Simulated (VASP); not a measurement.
Runs of VASP 6.6.1 on NaF. It takes space group Fm-3m (No. 225, cubic). Conventional cell: a = 4.572 Å, b = 4.572 Å, c = 4.572 Å, α = 90.00°, β = 90.00°, γ = 90.00°. Na (site symmetry m-3m) has 6 F at 2.29 Å within 3.0 Å. Within 3.0 Å of F (site symmetry m-3m) lie 6 Na at 2.29 Å. 

```csv
task,level,spin,k mesh,cutoff (eV),smearing,gap on the mesh (eV),pressure (GPa),moment (μB)
single point,PBE,"non-collinear, zero start, SOC",3 × 3 × 3,600,methfessel-paxton 0.0680285 eV,-,(a),0.00
electric field gradients,PBE,off,8 × 8 × 8,520,fermi-dirac 0.051704 eV,6.52,4.5,-
single point,PBE,off,8 × 8 × 8,600,tetrahedron,6.53,4.3,-
single point,PBEsol,"collinear, zero start",8 × 8 × 8,600,gaussian 0.01 eV,(b),1.9,0.00
single point,PBE,off,"4 × 4 × 4, shifted",600,gaussian 0.1 eV,7.33,4.3,-
```

Alike in all rows: potentials or basis VASP PAW PBE potentials, release 64 (Na_pv, F); cell as given.

Task: Estimate the missing entries.

Result: (a) 4.4; (b) 6.38.

Caveats: some runs use coarse meshes; the cell stands under pressure (at least some runs); the PAW data sets were made with another functional, which shifts forces and pressure a little (at least some runs); a shifted mesh leaves out Γ, where band edges can lie (at least some runs).

A k mesh can miss the band edges.
